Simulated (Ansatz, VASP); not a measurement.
**RbBr in VASP and in Ansatz**

```
Rb Br
1.0
     0.00000    3.38118    3.38118
     3.38118    0.00000    3.38118
     3.38118    3.38118    0.00000
Rb Br
1 1
Direct
  0.00000 0.00000 0.00000
  0.50000 0.50000 0.50000
```

Change from the starting cell: volume scaled by 0.96, PAW files.

Alike in both runs: task electric field gradients; functional PBEsol; k mesh 7 × 7 × 7; occupations fermi-dirac, width 0.03 eV; no spin polarisation.

|  | VASP | Ansatz |
| --- | --- | --- |
| version | VASP 6.6.1 | Ansatz 0.2.0 |
| potentials or method | VASP PAW PBE potentials, release 64 (Rb_sv, Br) | PAW with Ansatz's default frozen-core files, scalar-relativistic |
| plane-wave cutoff (eV) | 520 | 420 |
| valence electrons in the cell | 16 | 16 |

|  | VASP | Ansatz | Ansatz less VASP |
| --- | --- | --- | --- |
| gap on the k mesh at the Fermi level (eV) | 4.31 | 4.31 | +0.003 |
| pressure (GPa) | 0.6 | 0.6 | -0.04 |

VASP's potentials were made for PBE, not for PBEsol.
